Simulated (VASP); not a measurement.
# Sc (Pm-3m) in VASP: notebook, part 2 of 2

VASP 6.6.1.

### Step 3. Single point, PBE

This run uses another cell than the first one, of 15.45 Å³/atom.

Contents of INCAR:

```
PREC     = Accurate       # precision mode
ENCUT    = 520            # plane-wave cutoff, eV
EDIFF    = 1E-6           # SCF threshold, eV
ISMEAR   = 0              # smearing method
SIGMA    = 0.05           # smearing width, eV
LREAL    = False          # projectors in reciprocal space
LASPH    = True           # aspherical terms in the spheres
NELM     = 60             # most SCF steps
ALGO     = Normal         # electronic algorithm
ISIF     = 2              # what is computed and relaxed
LWAVE    = False          # write WAVECAR
LCHARG   = False          # write CHGCAR
GGA      = PE             # functional
NBANDS   = 12             # bands
```

Contents of KPOINTS:

```
regular mesh
0
Gamma
  14 14 14
```

Contents of POSCAR:

```
Sc
1.0
    2.4905728450      0.0000000000      0.0000000000
    0.0000000000      2.4905728450      0.0000000000
    0.0000000000      0.0000000000      2.4905728450
Sc
1
Direct
    0.0000000000      0.0000000000      0.0000000000
```

Potentials or basis: VASP PAW PBE potentials, release 64 (Sc_sv).

Command:

```
$ cat potpaw_PBE.64/Sc_sv/POTCAR > POTCAR
$ mpirun -np 1 vasp_std > vasp.out
```

OUTCAR:

```text
PREC = Accurate
   ENCUT = 520
   EDIFF = 1E-6
   ISMEAR = 0
   LREAL = False
   LASPH = True
   NELM = 60
   ISIF = 2
   GGA = PE

 ion  position               nearest neighbor table
   1  0.000  0.000  0.000-

  LATTYP: Found a simple cubic cell.
 ALAT       =     2.4905728450

  Lattice vectors:

 A1 = (   2.4905728450,   0.0000000000,   0.0000000000)
 A2 = (   0.0000000000,   2.4905728450,   0.0000000000)
 A3 = (   0.0000000000,   0.0000000000,   2.4905728450)

Analysis of symmetry for initial positions (statically):
=====================================================================
 Subroutine PRICEL returns:
 Original cell was already a primitive cell.

 Routine SETGRP: Setting up the symmetry group for a
 simple cubic supercell.

 Subroutine GETGRP returns: Found 48 space group operations
 (whereof 48 operations were pure point group operations)
 out of a pool of 48 trial point group operations.

The static configuration has the point symmetry O_h .

Analysis of symmetry for dynamics (positions and initial velocities):
[... 169 lines left out ...]
      3     -19.5078      2.00000
      4     -19.5078      2.00000
      5       1.5861      2.00000
      6       5.7141      2.00000
      7       5.7141      2.00000
      8      13.4208      0.00000
      9      13.4208      0.00000
     10      13.4208      0.00000
     11      25.1345      0.00000
     12      25.1345      0.00000
[... 331 lines left out ...]
 k-point    24 :       0.3571    0.2143    0.0000
  band No.  band energies     occupation
      1     -41.6222      2.00000
      2     -21.2116      2.00000
      3     -20.1901      2.00000
      4     -19.2571      2.00000
      5       5.0043      2.00000
      6       6.8933      2.00000
      7       8.7421      0.00000
      8      11.0742      0.00000
      9      11.1982      0.00000
     10      12.4841      0.00000
     11      18.6163      0.00000
     12      23.6508      0.00000

 [... further k-points ...]

------------------------ aborting loop because EDIFF is reached ----------------------------------------

  FORCE on cell =-STRESS in cart. coord.  units (eV):
  Direction    XX          YY          ZZ          XY          YZ          ZX
  --------------------------------------------------------------------------------------
  -------------------------------------------------------------------------------------
  Total        3.9285095      3.9285095      3.9285095      0.0000000      0.0000000     -0.0000000
  in kB      407.4184067    407.4184067    407.4184067      0.0000000      0.0000000     -0.0000000
  external PRESSURE =     407.4184067 kB  Pullay stress =       0.0000000 kB

 VOLUME and BASIS-vectors are now :
 -----------------------------------------------------------------------------
  energy-cutoff  :      520.00
  volume of cell :       15.45
      direct lattice vectors                 reciprocal lattice vectors
     2.490572845  0.000000000  0.000000000     0.401514054  0.000000000  0.000000000
     0.000000000  2.490572845  0.000000000     0.000000000  0.401514054  0.000000000
     0.000000000  0.000000000  2.490572845     0.000000000  0.000000000  0.401514054

 POSITION                                       TOTAL-FORCE (eV/Angst)
 -----------------------------------------------------------------------------------
      0.00000      0.00000      0.00000         0.000000      0.000000      0.000000
 -----------------------------------------------------------------------------------
    total drift:                                0.000000      0.000000      0.000000

  FREE ENERGIE OF THE ION-ELECTRON SYSTEM (eV)
  ---------------------------------------------------
  free  energy   TOTEN  =        -4.5263476679 eV

  energy  without entropy=       -4.5233637070  energy(sigma->0) =       -4.52485569
```

stdout:

```text
POSCAR found type information on POSCAR Sc
 POSCAR found :  1 types and       1 ions
 scaLAPACK will be used
 LDA part: xc-table for (Slater+PW92), standard interpolation
 POSCAR, INCAR and KPOINTS ok, starting setup
 FFT: planning ... GRIDC
 FFT: planning ... GRID_SOFT
 FFT: planning ... GRID
 WAVECAR not read
 entering main loop
```

It took 21 s on 1 thread of Intel Xeon 8259CL, shared host; peak memory 0.14 GiB.

Results:

| Item | Value |
| --- | --- |
| Free energy | -4.5263 eV |
| Pressure | 40.7 GPa |
| Band gap on the k mesh | zero (an odd number of electrons rules out a gap without spin polarisation) |

Caveat: the cell stands under pressure.
